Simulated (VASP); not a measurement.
YTe, 2 atoms in the cell. Symmetry: Fm-3m, No. 225, cubic system. The conventional cell has a = 6.164 Å, b = 6.164 Å, c = 6.164 Å, α = 90.00°, β = 90.00°, γ = 90.00°. Y (site symmetry m-3m) has 6 Te at 3.08 Å within 4.1 Å. Te (site symmetry m-3m) has 6 Y at 3.08 Å within 4.1 Å. 

| Item | Value |
| --- | --- |
| Program | VASP 6.6.1 |
| Task | single point |
| Functional | r2SCAN |
| Potentials or basis | VASP PAW PBE potentials, release 64 (Y_sv, Te) |
| Cutoff | 520 eV |
| k mesh | 12 × 12 × 12 |
| Occupations | gaussian, width 0.1 eV |
| Spin | no spin polarisation |
| Dipole correction | no |
| Further INCAR settings | ALGO = Normal; EDIFF = 1e-06; NBANDS = 16 |

Potentials or basis: VASP PAW PBE potentials, release 64 (Y_sv, Te).

Run with:

```bash
$ cat potpaw_PBE.64/Y_sv/POTCAR potpaw_PBE.64/Te/POTCAR > POTCAR
$ cp INCAR.step1 INCAR
$ mpirun -np 1 vasp_std > vasp.out
$ cp INCAR.step2 INCAR
$ mpirun -np 1 vasp_std > vasp.out
```

Hardware: 1 thread of Intel(R) Xeon(R) 6975P-C (Granite Rapids), with other jobs on the host.

Task: Estimate the wall time of this run.

Result: It took 77 s on 1 thread of Intel(R) Xeon(R) 6975P-C (Granite Rapids) (shared host), peak memory 0.24 GiB. Counts: k points 72.
